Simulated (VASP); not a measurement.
Input of a VASP 6.6.1 run:

INCAR

```
SYSTEM = Cu
ALGO = Normal ; EDIFF = 1E-6
ENCUT = 520 ; GGA = PE
ISIF = 2 ; ISMEAR = -1
LASPH = .TRUE. ; LCHARG = .FALSE.
LREAL = .FALSE. ; LWAVE = .FALSE.
NBANDS = 12 ; NELM = 60
PREC = Accurate ; SIGMA = 0.1
```

The input KPOINTS:

```
k-points
0
G
  19 19 19
  0 0 0
```

The input POSCAR:

```
Cu
1.0
    0.0000000000      1.8145933008      1.8145933008
    1.8145933008      0.0000000000      1.8145933008
    1.8145933008      1.8145933008      0.0000000000
Cu
1
Direct
    0.0000000000      0.0000000000      0.0000000000
```

Potentials or basis: VASP PAW PBE potentials, release 64 (Cu).

The run is started by

```sh
$ cat potpaw_PBE.64/Cu/POTCAR > POTCAR
$ mpirun -np 1 vasp_std > vasp.out
```

Task: Estimate the pressure.

Result: 0.6 GPa.
